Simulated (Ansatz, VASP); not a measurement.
KF in VASP and in Ansatz

Contents of INCAR:

```
SYSTEM = KF
  PREC = Accurate
  ENCUT = 520
  EDIFF = 1E-7
  ISMEAR = 0
  SIGMA = 0.02
  LREAL = .FALSE.
  LASPH = .TRUE.
  NELM = 60
  ALGO = Normal
  ISIF = 2
  LWAVE = .FALSE.
  LCHARG = .TRUE.
  GGA = PE
  LELF = .TRUE.
  LVHAR = .TRUE.
  NBANDS = 15
```

Contents of KPOINTS:

```
regular mesh
0
G
  8 8 8
  0 0 0
```

The input POSCAR:

```
KF
1.0
   -0.0032082000      2.6560153100      2.6401881900
    2.6945939150     -0.0456633800      2.6826433700
    2.6599453550      2.6638219300     -0.0110148200
K F
1 1
Direct
   -0.0765793903      0.0179371610      0.0088404713
    0.5765793903      0.4820628390      0.4911595287
```

Input for Ansatz:

```yaml
crystal:
  lattice:
    - [-0.0032082, 2.65601531, 2.64018819]
    - [2.694593915, -0.04566338, 2.68264337]
    - [2.659945355, 2.66382193, -0.01101482]
  atoms:
    - { symbol: K, position: [-0.0765793903, 0.017937161, 0.0088404713] }
    - { symbol: F, position: [0.5765793903, 0.482062839, 0.4911595287] }
basis:
  ecutwfc: 420
kpoints:
  mp_grid: { grid: [8, 8, 8] }
hamiltonian:
  xc: pbe
scf:
  occupations: { method: gaussian, width: 0.02 }
output:
  forces: true
  stress: true
  eigenvalues: true
  populations: true
```

Change from the starting cell: all atoms moved at random, cell strained at random.

Alike in both runs: task single point; functional PBE; k mesh 8 × 8 × 8; occupations gaussian, width 0.02 eV; no spin polarisation.

|  | VASP | Ansatz |
| --- | --- | --- |
| version | VASP 6.6.1 | Ansatz 0.2.0 |
| potentials or method | VASP PAW PBE potentials, release 64 (K_sv, F), cutoff 520 eV | scalar-relativistic, plane waves, PAW |
| valence electrons in the cell | 16 | 16 |

|  | VASP | Ansatz | Ansatz less VASP |
| --- | --- | --- | --- |
| gap on the k mesh at the Fermi level (eV) | 6.13 | 6.14 | +0.015 |
| least direct gap on the mesh (eV) | 6.17 | 6.18 | +0.017 |
| pressure (GPa) | 4.8 | 4.6 | -0.16 |
| traceless stress, the component that is largest in VASP (GPa) | -3.27 | -3.15 | +0.127 |
| rms of the force components (eV/Å) | 0.534 | 0.512 | -0.0217 |

Atom by atom the forces differ by 0.022 eV/Å (rms over components). With one functional, cell and mesh, what is left measures potentials, basis and numerics.
